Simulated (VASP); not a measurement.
Here is a VASP 6.6.1 calculation.

INCAR

```
  PREC = Accurate
  ENCUT = 520
  EDIFF = 1E-7
  ISMEAR = 0
  SIGMA = 0.01
  LREAL = F
  LASPH = T
  NELM = 80
  ALGO = Normal
  ISIF = 2
  LWAVE = F
  LCHARG = T
  GGA = CA
  LELF = T
  LVHAR = T
  NBANDS = 11
```

KPOINTS

```
regular mesh
0
Gamma
  16 16 16
```

The input POSCAR:

```
Sr
1.0
    0.0000000000      2.8931181622      2.8931181622
    2.8931181622      0.0000000000      2.8931181622
    2.8931181622      2.8931181622      0.0000000000
Sr
1
Direct
    0.0000000000      0.0000000000      0.0000000000
```

Potentials or basis: VASP PAW LDA potentials, release 64 (Sr_sv).

The run is started by

```bash
$ cat potpaw_LDA.64/Sr_sv/POTCAR > POTCAR
$ mpirun -np 1 vasp_std > vasp.out
```

(1) Predict the pressure.

## Answers

(1) 0.0 GPa.
